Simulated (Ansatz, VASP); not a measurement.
## Two plane-wave programs on Al3Pd

Contents of INCAR:

```
PREC = Accurate
ENCUT = 520
EDIFF = 1E-6
ISMEAR = -1
SIGMA = 0.2
LREAL = F
LASPH = T
NELM = 100
ALGO = Normal
ISIF = 2
LWAVE = F
LCHARG = T
GGA = PE
LELF = T
LVHAR = T
NBANDS = 18
```

The input KPOINTS:

```
Automatic mesh
0
Gamma
  10 10 10
```

POSCAR

```
Al3Pd
1.0
    3.9469100000      0.0000000000      0.0000000000
    0.0000000000      3.9469100000      0.0000000000
    0.0000000000      0.0000000000      3.9469100000
Al Pd
3 1
Direct
    0.0000000000      0.5000000000      0.5000000000
    0.5000000000      0.0000000000      0.5000000000
    0.5000000000      0.5000000000      0.0000000000
    0.0000000000      0.0000000000      0.0000000000
```

Input for Ansatz:

```yaml
crystal:
  lattice:
    - [3.94691, 0.0, 0.0]
    - [0.0, 3.94691, 0.0]
    - [0.0, 0.0, 3.94691]
  atoms:
    - { symbol: Al, position: [0.0, 0.5, 0.5] }
    - { symbol: Al, position: [0.5, 0.0, 0.5] }
    - { symbol: Al, position: [0.5, 0.5, 0.0] }
    - { symbol: Pd, position: [0.0, 0.0, 0.0] }
basis:
  ecutwfc: 420
kpoints:
  mp_grid: { grid: [10, 10, 10] }
hamiltonian:
  xc: pbe
scf:
  occupations: { method: fermi_dirac, width: 0.2 }
output:
  forces: true
  stress: true
  eigenvalues: true
```

Alike in both runs: task single point; functional PBE; k mesh 10 × 10 × 10; occupations fermi-dirac, width 0.2 eV; no spin polarisation.

```csv
,VASP,Ansatz
version,VASP 6.6.1,Ansatz 0.2.0
potentials or method,"VASP PAW PBE potentials, release 64 (Al, Pd), cutoff 520 eV","scalar-relativistic, plane waves, PAW"
valence electrons in the cell,19,27
```

|  | VASP | Ansatz | Ansatz less VASP |
| --- | --- | --- | --- |
| gap on the k mesh at the Fermi level (eV) | none | none | - |
| pressure (GPa) | 1.2 | 1.2 | +0.03 |

A gap of «none» marks a metal or a gap that the smearing closes. The functional is the same, so the differences come from potentials, cutoffs and numerics. VASP's potentials hold 19 valence electrons a cell and Ansatz's 27, so a difference there can come from the potentials and not from the codes.
